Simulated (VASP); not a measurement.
Write the native input for VASP 6.6.1 that does the following.

```yaml
Task: single point
Functional: LDA
Potentials_or_basis: VASP PAW LDA potentials, release 64 (Si)
Cutoff: 520 eV
k_mesh: 20 × 20 × 20
Occupations: gaussian, width 0.15 eV
Spin: no spin polarisation
Dipole_correction: no
Further_INCAR_settings: ALGO = Normal; EDIFF = 1e-07; NBANDS = 11
```

The structure of Si lies in POSCAR:

```
Si
1.0
   -2.3002311354      2.3002311354      1.2893874282
    2.3002311354     -2.3002311354      1.2893874282
    2.3002311354      2.3002311354     -1.2893874282
Si
2
Direct
    0.2500000000      0.7500000000      0.5000000000
    0.5000000000      0.5000000000      0.0000000000
```

This cell differs from its parent crystal: strain -0.030 along x and y, -0.030 along z.

One way to write it, as run:

INCAR

```
  PREC = Accurate
  ENCUT = 520
  EDIFF = 1E-7
  ISMEAR = 0
  SIGMA = 0.15
  LREAL = F
  LASPH = T
  NELM = 100
  ALGO = Normal
  ISIF = 2
  LWAVE = F
  LCHARG = F
  NBANDS = 11
```

KPOINTS

```
regular mesh
0
Gamma
  20 20 20
```

Potentials or basis: VASP PAW LDA potentials, release 64 (Si).

Launch:

```bash
$ cat potpaw_LDA.64/Si/POTCAR > POTCAR
$ mpirun -np 1 vasp_std > vasp.out
```

Results of the run:

| Item | Value |
| --- | --- |
| Pressure | 12.1 GPa |
| Band gap on the k mesh | zero (bands 4 and 5 overlap by 7.34 eV) |

Caveat: the cell differs from its parent crystal (strain -0.030 along x and y, -0.030 along z); the cell stands under pressure.

It took 2.5 min on 1 thread of Intel(R) Xeon(R) 6975P-C (Granite Rapids), on a shared host, peak memory 0.25 GiB.
